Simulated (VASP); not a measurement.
# H (P1) in VASP: relaxation of cell and atoms with PBE

Aim: the relaxation of cell and atoms of H with PBE.

Everything below comes from runs of VASP 6.6.1. Logs are shortened: lines on timing, memory, paths and dates and some standing lists are left out, and cuts for length are marked.

**1. The cell of the first run**

The typed cell holds 4 atoms: a = 3.416 Å, b = 3.461 Å, c = 6.439 Å, α = 89.85°, β = 90.45°, γ = 122.09°.

**2. Relaxation of cell and atoms, PBE**

Contents of INCAR:

```
SYSTEM = H
PREC     = Accurate       ! precision mode
ENCUT    = 600            ! plane-wave cutoff, eV
EDIFF    = 1E-7           ! SCF threshold, eV
ISMEAR   = 0              ! smearing method
SIGMA    = 0.05           ! smearing width, eV
LREAL    = .FALSE.        ! projectors in reciprocal space
LASPH    = .TRUE.         ! aspherical terms in the spheres
NELM     = 100            ! most SCF steps
ALGO     = Normal         ! electronic algorithm
ISIF     = 3              ! what is computed and relaxed
LWAVE    = .FALSE.        ! write WAVECAR
LCHARG   = .FALSE.        ! write CHGCAR
GGA      = PE             ! functional
IBRION   = 2              ! ionic algorithm
NSW      = 100            ! ionic steps
EDIFFG   = -0.01          ! ionic threshold
```

Contents of KPOINTS:

```
regular mesh
0
G
  8 8 4
  0 0 0
```

Contents of POSCAR:

```
H
1.0
    1.6429446110     -2.9950960777     -0.0128873416
    1.6862519186      3.0220260367      0.0040725783
   -0.0168429625      0.0201514422      6.4384778572
H
4
Direct
    0.5728355296      0.4552790711      0.9548698340
    0.4531579492      0.5496798861      0.0279280043
    0.4276248097      0.5537401726      0.4741460927
    0.5463817115      0.4413008701      0.5430560690
```

Potentials or basis: VASP PAW PBE potentials, release 64 (H).

On the command line:

```bash
> cat potpaw_PBE.64/H/POTCAR > POTCAR
> mpirun -np 1 vasp_std > vasp.out
```

OUTCAR:

```text
SYSTEM = H
   PREC = Accurate
   ENCUT = 600
   EDIFF = 1E-7
   ISMEAR = 0
   LREAL = .FALSE.
   LASPH = .TRUE.
   NELM = 100
   ISIF = 3
   GGA = PE
   IBRION = 2
   NSW = 100
   EDIFFG = -0.01

 ion  position               nearest neighbor table
   1  0.573  0.455  0.955-   2 0.80
   2  0.453  0.550  0.028-   1 0.80
   3  0.428  0.554  0.474-   4 0.82
   4  0.546  0.441  0.543-   3 0.82

  LATTYP: Found a triclinic cell.
 ALAT       =     3.4161430873
 B/A-ratio  =     1.0130286241
 C/A-ratio  =     1.8847370436
 COS(alpha) =     0.0026352754
 COS(beta)  =     0.0077746240
 COS(gamma) =     0.5312849629

  Lattice vectors:

 A1 = (   1.6429446110,  -2.9950960777,  -0.0128873416)
 A2 = (  -1.6862519186,  -3.0220260367,  -0.0040725783)
 A3 = (   0.0168429625,  -0.0201514422,  -6.4384778572)

Analysis of symmetry for initial positions (statically):
=====================================================================
 Subroutine PRICEL returns:
 Original cell was already a primitive cell.

 Routine SETGRP: Setting up the symmetry group for a
 triclinic supercell.

 Subroutine GETGRP returns: Found  1 space group operations
 (whereof  1 operations were pure point group operations)
 out of a pool of  2 trial point group operations.

The static configuration has the point symmetry C_1 .

Analysis of symmetry for dynamics (positions and initial velocities):
=====================================================================
 Subroutine PRICEL returns:
 Original cell was already a primitive cell.

 Routine SETGRP: Setting up the symmetry group for a
 triclinic supercell.

 Subroutine GETGRP returns: Found  1 space group operations
 (whereof  1 operations were pure point group operations)
 out of a pool of  2 trial point group operations.

The dynamic configuration has the point symmetry C_1 .

 Subroutine INISYM returns: Found  1 space group operations
 (whereof  1 operations are pure point group operations),
 and found     1 'primitive' translations

----------------------------------------------------------------------------------------

                                     Primitive cell

  volume of cell :      64.4836

  direct lattice vectors                    reciprocal lattice vectors
     1.642944611 -2.995096078 -0.012887342     0.301738192 -0.168367830  0.001316308
     1.686251919  3.022026037  0.004072578     0.299046569  0.164039306  0.000268884
    -0.016842962  0.020151442  6.438477857     0.000414805 -0.000440768  0.155318678

  length of vectors
     3.416143087  3.460650731  6.438531423     0.345536388  0.341083299  0.155319857

  position of ions in fractional coordinates (direct lattice)
     0.572835530  0.455279071  0.954869834
     0.453157949  0.549679886  0.027928004
     0.427624810  0.553740173  0.474146093
     0.546381711  0.441300870  0.543056069

  ion indices of the primitive-cell ions
   primitive index   ion index
                 1           1
                 2           2
                 3           3
                 4           4

----------------------------------------------------------------------------------------

 KPOINTS: regular mesh

Automatic generation of k-mesh.
 Grid dimensions read from file:
 generate k-points for:    8    8    4

 Generating k-lattice:

  Cartesian coordinates                     Fractional coordinates (reciprocal lattice)
     0.037717274 -0.021045979  0.000164538     0.125000000  0.000000000  0.000000000
     0.037380821  0.020504913  0.000033610     0.000000000  0.125000000  0.000000000
     0.000103701 -0.000110192  0.038829669     0.000000000 -0.000000000  0.250000000

  Length of vectors
     0.043192048  0.042635412  0.038829964

  Shift w.r.t. Gamma in fractional coordinates (k-lattice)
     0.000000000  0.000000000  0.000000000

 Subroutine IBZKPT returns following result:
 ===========================================

 Found    132 irreducible k-points:

 Following reciprocal coordinates:
            Coordinates               Weight
  0.000000  0.000000  0.000000      1.000000
  0.125000 -0.000000  0.000000      2.000000
  0.250000 -0.000000  0.000000      2.000000
  0.375000  0.000000  0.000000      2.000000
  0.500000 -0.000000  0.000000      1.000000
  0.000000  0.125000  0.000000      2.000000
[... 16 lines left out ...]
  0.125000  0.375000  0.000000      2.000000
  0.250000  0.375000  0.000000      2.000000
 [... further k-points ...]
   k-points           NKPTS =    132   k-points in BZ     NKDIM =    132   number of bands    NBANDS=      6
   number of dos      NEDOS =    301   number of ions     NIONS =      4
   total plane-waves  NPLWV =  42336
   dimension x,y,z NGX =    28 NGY =   28 NGZ =   54
   dimension x,y,z NGXF=    56 NGYF=   56 NGZF=  108
   ions per type =               4
   NGX,Y,Z   is equivalent  to a cutoff of  13.63, 13.45, 13.94 a.u.
   NGXF,Y,Z  is equivalent  to a cutoff of  27.25, 26.90, 27.89 a.u.
 SYSTEM =  H
   PREC   = accura    normal or accurate (medium, high low for compatibility)
   ISTART =      0    job   : 0-new  1-cont  2-samecut
   ICHARG =      2    charge: 1-file 2-atom 10-const
   ISPIN  =      1    spin polarized calculation?
   LNONCOLLINEAR =      F non collinear calculations
   LSORBIT =      F    spin-orbit coupling
   LASPH  =      T    aspherical Exc in radial PAW
   ENCUT  =  600.0 eV  44.10 Ry    6.64 a.u.   6.82  6.91 12.86*2*pi/ulx,y,z
   NELM   =    100;   NELMIN=  2; NELMDL= -5     # of ELM steps
   EDIFF  = 0.1E-06   stopping-criterion for ELM
   LREAL  =      F    real-space projection
   EDIFFG = -.1E-01   stopping-criterion for IOM
   NSW    =    100    number of steps for IOM
   IBRION =      2    ionic relax: 0-MD 1-quasi-New 2-CG
   NFREE  =      1    steps in history (QN), initial steepest desc. (CG)
   ISIF   =      3    stress and relaxation
   ISYM   =      2    0-nonsym 1-usesym 2-fastsym
   POTIM  = 0.5000    time-step for ionic-motion
   TEBEG  =    0.0;   TEEND  =   0.0 temperature during run
   PSTRESS=    0.0 pullay stress
   NELECT =       4.0000    total number of electrons
   NUPDOWN=      -1.0000    fix difference up-down
   EMIN   =  10.00;   EMAX   =-10.00  energy-range for DOS
   EFERMI =   0.00;   METHOD = LEGACY
   ISMEAR =     0;   SIGMA  =   0.05  broadening in eV -4-tet -1-fermi 0-gaus
   EFERMI_NEDOS =   21; number of points for ismear=-14 and -15
   IALGO  =     38    algorithm
   IMIX   =      4    mixing-type and parameters
     AMIX     =   0.40;   BMIX     =  1.00
     AMIX_MAG =   1.60;   BMIX_MAG =  1.00
  volume/ion in A,a.u.               =      16.12       108.79
  Fermi-wavevector in a.u.,A,eV,Ry     =   0.648055  1.224646  5.714107  0.419975
  Thomas-Fermi vector in A             =   1.716563
   LORBIT       =      0    0 simple, 1 ext, 2 COOP (PROOUT), +10 PAW based schemes
   GGA     = PE    functional components
   LHFCALC =     F    Hartree Fock is set to
   AEXX    =    0.0000 exact exchange contribution
   IVDW    =     0    specifies the selected vdW correction
   LEPSILON=     F    determine dielectric tensor
   LRPA    =     F    only Hartree local field effects (RPA)
 conjugate gradient relaxation of ions
 non-spin polarized calculation
 Gauss-broadening in eV      SIGMA  =   0.05
  energy-cutoff  :      600.00
  volume of cell :       64.48
 maximum number of plane-waves:      2168
   NGX = 13   NGY = 13   NGZ = 25

--------------------------------------- Ionic step        1  -------------------------------------------

 number of electron       4.0000000 magnetization

 Free energy of the ion-electron system (eV)
  ---------------------------------------------------
  ext. energy  EPLUGINS =         0.00000000
  ---------------------------------------------------
  free energy    TOTEN  =       -13.45477754 eV

  energy without entropy =      -13.45477754  energy(sigma->0) =      -13.45477754

------------------------ aborting loop because EDIFF is reached ----------------------------------------

  FORCE on cell =-STRESS in cart. coord.  units (eV):
  Direction    XX          YY          ZZ          XY          YZ          ZX
  --------------------------------------------------------------------------------------
  -------------------------------------------------------------------------------------
  Total        0.0388951     -1.9740020     -0.8191297      0.0519982      0.1799657      0.0297269
  in kB        0.9663993    -49.0465972    -20.3523215      1.2919604      4.4714783      0.7386023
  external PRESSURE =     -22.8108398 kB  Pullay stress =       0.0000000 kB
[... 95 lines left out ...]
  FREE ENERGIE OF THE ION-ELECTRON SYSTEM (eV)
  ---------------------------------------------------
  free  energy   TOTEN  =       -13.5737507575 eV

  energy  without entropy=      -13.5737507575  energy(sigma->0) =      -13.57375076

[... ionic steps 4 to 23 ...]

--------------------------------------- Ionic step       24  -------------------------------------------

 number of electron       4.0000001 magnetization

------------------------ aborting loop because EDIFF is reached ----------------------------------------

  FORCE on cell =-STRESS in cart. coord.  units (eV):
  Direction    XX          YY          ZZ          XY          YZ          ZX
  --------------------------------------------------------------------------------------
  -------------------------------------------------------------------------------------
  Total        0.0049602     -0.0211233     -0.0103804     -0.0010408     -0.0064922      0.0005676
  in kB        0.1177839     -0.5015943     -0.2464924     -0.0247138     -0.1541649      0.0134780
  external PRESSURE =      -0.2101009 kB  Pullay stress =       0.0000000 kB
[... 61 lines left out ...]
  energy  without entropy=      -13.5762721629  energy(sigma->0) =      -13.57627216

--------------------------------------- Ionic step       26  -------------------------------------------

 number of electron       4.0000001 magnetization

 Free energy of the ion-electron system (eV)
  ---------------------------------------------------
  ext. energy  EPLUGINS =         0.00000000
  ---------------------------------------------------
  free energy    TOTEN  =       -13.57627786 eV

  energy without entropy =      -13.57627786  energy(sigma->0) =      -13.57627786

 E-fermi :  -8.6751     XC(G=0):  -4.4655

 val. band max:       -8.9058312320   @ k =   0.3750   0.3750   0.0000
 cond. band min:      -0.1357952020   @ k =   0.0000   0.0000   0.0000
 fundamental gap:      8.7700360300
 Fermi energy:        -8.6751062336

 k-point     1 :       0.0000    0.0000    0.0000
  band No.  band energies     occupation
      1     -10.2650      2.00000
      2      -9.7021      2.00000
      3      -0.1358      0.00000
      4       2.7519      0.00000
      5       6.1802      0.00000
      6       6.8590      0.00000

 k-point     2 :       0.1250   -0.0000    0.0000
  band No.  band energies     occupation
      1     -10.1549      2.00000
      2      -9.6106      2.00000
      3       0.1024      0.00000
      4       2.5515      0.00000
      5       5.5631      0.00000
      6       6.9301      0.00000
[... 190 lines left out ...]
 k-point    24 :       0.2500    0.3750    0.0000
  band No.  band energies     occupation
      1      -9.3255      2.00000
      2      -8.9423      2.00000
      3       1.2402      0.00000
      4       2.5673      0.00000
      5       3.3013      0.00000
      6       4.1784      0.00000

 [... further k-points ...]

------------------------ aborting loop because EDIFF is reached ----------------------------------------

  FORCE on cell =-STRESS in cart. coord.  units (eV):
  Direction    XX          YY          ZZ          XY          YZ          ZX
  --------------------------------------------------------------------------------------
  -------------------------------------------------------------------------------------
  Total        0.0052599     -0.0114141     -0.0049507     -0.0014863     -0.0027212      0.0002211
  in kB        0.1248465     -0.2709222     -0.1175072     -0.0352776     -0.0645887      0.0052476
  external PRESSURE =      -0.0878610 kB  Pullay stress =       0.0000000 kB
[... 19 lines left out ...]
  FREE ENERGIE OF THE ION-ELECTRON SYSTEM (eV)
  ---------------------------------------------------
  free  energy   TOTEN  =       -13.5762778556 eV

  energy  without entropy=      -13.5762778556  energy(sigma->0) =      -13.57627786

 reached required accuracy - stopping structural energy minimisation
```

It took 15 min on 1 thread of Oxide Virtual Turin-like, shared host; peak memory 0.18 GiB.

What came out:

- Free energy: -13.5763 eV
- Relaxed volume: 16.88 Å³/atom
- Relaxed cell: a = 3.378 Å, b = 3.413 Å, c = 6.739 Å, α = 89.65°, β = 90.61°, γ = 119.68°
- Space group after relaxing (to 0.05 Å): P1 (No. 1)
- Energy gained by relaxing: 30.4 meV/atom
- Ionic steps: 26
- Pressure after relaxing: 0.0 GPa
- Largest force after relaxing: 0.010 eV/Å
- Band gap on the k mesh: 8.77 eV, indirect (least direct gap 8.87 eV)

Forces in eV/Å, atoms in the order of the input:
```
H    0.000  0.001  0.004
H    0.000 -0.001  0.000
H    0.000  0.007 -0.007
H    0.000 -0.006  0.002
```

The path:
```csv
step,energy change (eV),largest force (eV/Å),pressure (GPa),volume (Å³)
1,0.0000,2.0128,-2.28,64.48
2,0.5518,7.5247,6.86,62.36
3,-0.1190,0.1185,0.10,63.73
4,-0.1190,0.0957,0.05,63.74
5,-0.1184,0.2004,0.02,63.80
6,-0.1192,0.0231,0.04,63.76
7,-0.1192,0.0388,0.09,63.79
8,-0.1192,0.0292,0.08,63.78
9,-0.1193,0.0257,0.08,63.81
10,-0.1194,0.0333,0.08,63.92
11,-0.1196,0.0572,0.08,64.12
12,-0.1199,0.1058,0.07,64.52
13,-0.1198,0.2027,0.06,65.33
14,-0.1199,0.1541,0.07,64.92
15,-0.1199,0.1529,0.07,64.93
16,-0.1200,0.1503,0.06,64.97
17,-0.1201,0.1447,0.06,65.03
18,-0.1202,0.1335,0.05,65.17
19,-0.1205,0.1108,0.03,65.44
20,-0.1209,0.0879,0.00,65.98
21,-0.1213,0.0796,-0.07,67.07
22,-0.1213,0.0781,-0.08,67.28
23,-0.1215,0.0317,-0.05,67.39
24,-0.1215,0.0187,-0.02,67.47
25,-0.1215,0.0149,-0.01,67.50
26,-0.1215,0.0095,-0.01,67.50
```

Final structure:
```yaml
crystal:
  lattice:
    - [1.68840, -2.92521, -0.01852]
    - [1.72360, 2.94630, 0.01081]
    - [-0.01449, 0.03181, 6.73918]
  atoms:
    - { symbol: H, position: [0.56905, 0.45882, 0.96035] }
    - { symbol: H, position: [0.45783, 0.54616, 0.02934] }
    - { symbol: H, position: [0.43318, 0.54900, 0.47297] }
    - { symbol: H, position: [0.53994, 0.44601, 0.53734] }
```

Caveat: the cell differs from its parent crystal (all atoms moved at random, sigma 0.05 Å a component, cell strained at random, sigma 0.03).
